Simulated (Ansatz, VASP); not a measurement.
# TiAl3 in VASP and in Ansatz

```
CELL_PARAMETERS angstrom
2.89537 0.00000 0.00000
0.00000 4.77308 0.00000
0.00000 0.00000 4.99686
ATOMIC_POSITIONS crystal
Ti 0.00000 0.50000 0.16592
Al 0.00000 0.00000 0.83590
Al 0.50000 0.00000 0.33091
Al 0.50000 0.50000 0.66727
```

Alike in both runs: task single point; functional PBE; k mesh 9 × 6 × 6; occupations fermi-dirac, width 0.05 eV; no spin polarisation.

|  | VASP | Ansatz |
| --- | --- | --- |
| version | VASP 6.6.1 | Ansatz 0.2.0 |
| potentials or method | VASP PAW PBE potentials, release 64 (Ti_sv, Al) | Ansatz PAW |
| plane-wave cutoff (eV) | 520 | 420 |
| valence electrons in the cell | 21 | 21 |

|  | VASP | Ansatz | Ansatz less VASP |
| --- | --- | --- | --- |
| gap on the k mesh at the Fermi level (eV) | none | none | - |
| pressure (GPa) | -5.1 | -5.1 | +0.03 |
| traceless stress, the component that is largest in VASP (GPa) | -1.83 | -1.83 | 0.000 |
| rms of the force components (eV/Å) | 0.021 | 0.021 | 0.0000 |

Atom by atom the forces differ by 0.001 eV/Å (rms over components). A gap of «none» marks a metal or a gap that the smearing closes.
